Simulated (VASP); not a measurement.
# TaN: single point with PBEsol

Crystal: TaN.

```
Ta N
1.0
     5.12578    0.00000    0.00000
    -2.56289    4.43905    0.00000
     0.00000    0.00000    2.87166
Ta N
3 3
Direct
  0.33333 0.66667 0.50000
  0.66667 0.33333 0.50000
  0.00000 0.00000 0.00000
  0.39285 0.00000 0.00000
  0.60715 0.60715 0.00000
  0.00000 0.39285 0.00000
```

- Program: VASP 6.6.1
- Task: single point
- Functional: PBEsol
- Potentials or basis: VASP PAW PBE potentials, release 64 (Ta_pv, N)
- Cutoff: 520 eV
- k mesh: 6 × 6 × 9
- Occupations: fermi-dirac, width 0.01 eV
- Spin: no spin polarisation
- Dipole correction: no
- Further INCAR settings: ALGO = Normal; EDIFF = 1e-07; NBANDS = 33

| Quantity | Value |
| --- | --- |
| Pressure | 11.5 GPa |
| Largest force | 0.217 eV/Å |
| Band gap on the k mesh | zero (bands 24 and 25 overlap by 3.23 eV) |

Forces in eV/Å, atoms in the order of the input:
```
Ta   0.000  0.000  0.000
Ta   0.000  0.000  0.000
Ta   0.000  0.000  0.000
N    0.217  0.000  0.000
N   -0.108 -0.188  0.000
N   -0.108  0.188  0.000
```

Stress tensor (GPa, compression positive):
```
11.70  0.00  0.00
 0.00 11.70  0.00
 0.00  0.00 11.04
```

Levels at points of the mesh, in eV from the Fermi level:
```tsv
k point	band 20	band 21	band 22	band 23	band 24	band 25	band 26	band 27	band 28	band 29
(0.00, 0.00, 0.00)	-5.20	-4.39	-3.38	-1.97	-0.96	-0.96	0.58	0.58	1.94	2.05
(0.50, 0.00, 0.00)	-4.75	-4.02	-4.01	-2.94	-2.77	1.30	1.89	2.02	2.53	2.56
```

It took 52 s on 1 thread of Intel(R) Xeon(R) 6975P-C (Granite Rapids) (shared host), peak memory 0.21 GiB.

Caveat: the cell stands under pressure; the PAW data sets were made with another functional, which shifts forces and pressure a little; spin-orbit coupling is left out, which moves the levels of the heavy elements.
